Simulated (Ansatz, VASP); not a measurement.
# One calculation of LiHf3Si, two programs

```
Li Hf Si
1.0
     4.17456    0.00000    0.00000
     0.00000    4.17456    0.00000
     0.00000    0.00000    4.22687
Li Hf Si
1 3 1
Direct
  0.00000 0.00000 0.00000
  0.50000 0.50000 0.97500
  0.00000 0.50000 0.48500
  0.50000 0.00000 0.48500
  0.50000 0.50000 0.51500
```

Alike in both runs: task single point; functional PBE; k mesh 4 × 4 × 4; occupations gaussian, width 0.1 eV; no spin polarisation.

```csv
,VASP,Ansatz
version,VASP 6.6.1,Ansatz 0.2.0
potentials or method,"VASP PAW PBE potentials, release 64 (Li_sv, Hf_pv, Si), cutoff 520 eV","scalar-relativistic, plane waves, PAW"
valence electrons in the cell,37,85
```

Ansatz gave:

| Item | Value |
| --- | --- |
| gap on the k mesh at the Fermi level (eV) | none |
| rms of the force components (eV/Å) | 3.522 |

**Question.** Estimate VASP's values.

**Answer.** gap on the k mesh at the Fermi level (eV): none; rms of the force components (eV/Å): 3.547.

Atom by atom the forces differ by 0.026 eV/Å (rms over components). A gap of «none» marks a metal or a gap that the smearing closes. The functional is the same, so the differences come from potentials, cutoffs and numerics. VASP's potentials hold 37 valence electrons a cell and Ansatz's 85, so a difference there can come from the potentials and not from the codes.

The k mesh is coarse, so the values compare programs but aren't converged. Neither program's run includes spin-orbit coupling. Noted on VASP's run: the cutoff is under 1.25 times that of the potentials, so the pressure is a little rough.
